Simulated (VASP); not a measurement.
Write the native input for VASP 6.6.1 that does the following.

- Task: relaxation of cell and atoms
- Functional: r2SCAN
- Potentials or basis: VASP PAW PBE potentials, release 64 (Al, Ga_d, N)
- Cutoff: 600 eV
- k mesh: 8 × 8 × 6
- Occupations: gaussian, width 0.02 eV
- Spin: no spin polarisation
- Dipole correction: no
- Further INCAR settings: ALGO = Normal; EDIFF = 1e-06; IBRION = 2; EDIFFG = -0.005; NSW = 100; ISIF = 3

Crystal: AlGaN2.

```
CELL_PARAMETERS angstrom
3.14088 0.00000 0.00000
0.00000 3.14088 0.00000
0.00000 0.00000 4.42384
ATOMIC_POSITIONS crystal
Al 0.50000 0.50000 0.50000
Ga 0.00000 0.00000 0.00000
N 0.50000 0.00000 0.73826
N 0.00000 0.50000 0.26174
```

These files were run (other wordings do the same):

POSCAR

```
AlGaN2
1.0
    3.1408770487      0.0000000000      0.0000000000
    0.0000000000      3.1408770487      0.0000000000
    0.0000000000      0.0000000000      4.4238379400
Al Ga N
1 1 2
Direct
    0.5000000000      0.5000000000      0.5000000000
    0.0000000000      0.0000000000      0.0000000000
    0.5000000000      0.0000000000      0.7382648100
    0.0000000000      0.5000000000      0.2617351900
```

INCAR.step1

```
SYSTEM = AlGaN2
ALGO     = Normal         ! electronic algorithm
EDIFF    = 1E-4           ! SCF threshold, eV
ENCUT    = 600            ! plane-wave cutoff, eV
GGA      = PE             ! functional
ISMEAR   = 0              ! smearing method
LASPH    = .True.         ! aspherical terms in the spheres
LCHARG   = .False.        ! write CHGCAR
LREAL    = .False.        ! projectors in reciprocal space
LWAVE    = .True.         ! write WAVECAR
NELM     = 100            ! most SCF steps
PREC     = Accurate       ! precision mode
SIGMA    = 0.02           ! smearing width, eV
```

INCAR.step2

```
SYSTEM = AlGaN2
ALGO     = Normal         ! electronic algorithm
EDIFF    = 1E-6           ! SCF threshold, eV
EDIFFG   = -0.005         ! ionic threshold
ENCUT    = 600            ! plane-wave cutoff, eV
IBRION   = 2              ! ionic algorithm
ISIF     = 3              ! what is computed and relaxed
ISMEAR   = 0              ! smearing method
ISTART   = 1            
LASPH    = .True.         ! aspherical terms in the spheres
LCHARG   = .False.        ! write CHGCAR
LMIXTAU  = .True.       
LREAL    = .False.        ! projectors in reciprocal space
LWAVE    = .False.        ! write WAVECAR
METAGGA  = R2SCAN         ! meta-GGA
NELM     = 100            ! most SCF steps
NSW      = 100            ! ionic steps
PREC     = Accurate       ! precision mode
SIGMA    = 0.02           ! smearing width, eV
```

KPOINTS

```
k-points
0
Gamma
  8 8 6
  0 0 0
```

Potentials or basis: VASP PAW PBE potentials, release 64 (Al, Ga_d, N).

Command:

```console
$ cat potpaw_PBE.64/Al/POTCAR potpaw_PBE.64/Ga_d/POTCAR potpaw_PBE.64/N/POTCAR > POTCAR
$ cp INCAR.step1 INCAR
$ mpirun -np 1 vasp_std > vasp.out
$ cp INCAR.step2 INCAR
$ mpirun -np 1 vasp_std > vasp.out
```

It gave:

* Pressure after relaxing: 0.0 GPa
* Largest force after relaxing: 0.004 eV/Å
* Band gap on the k mesh: 3.36 eV, direct

Caveat: the relaxation stopped at its first step, so nothing moved; the PAW data sets were made with another functional, which shifts forces and pressure a little.

It took 2.6 min on 1 thread of Intel Xeon 6975P-C, on a shared host, peak memory 0.21 GiB.
